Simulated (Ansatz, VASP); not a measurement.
**One calculation of AlN, two programs**

```
Al N
1.0
     2.58546    0.00000    0.00000
     0.00000    2.58546    0.00000
     0.00000    0.00000    2.58546
Al N
1 1
Direct
  0.00000 0.00000 0.00000
  0.50000 0.50000 0.50000
```

Alike in both runs: task single point; functional r2SCAN; k mesh 6 × 6 × 6; occupations fermi-dirac, width 0.02 eV; no spin polarisation.

```csv
,VASP,Ansatz
version,VASP 6.6.1,Ansatz 0.2.0
potentials or method,"VASP PAW PBE potentials, release 64 (Al, N)","plane waves, PAW"
plane-wave cutoff (eV),520,500
valence electrons in the cell,8,8
```

```tsv
	VASP	Ansatz	Ansatz less VASP
pressure (GPa)	-1.1	-0.4	+0.70
```

VASP's potentials were made for PBE, not for r2SCAN.

The k mesh is coarse, so the values compare programs but aren't converged.
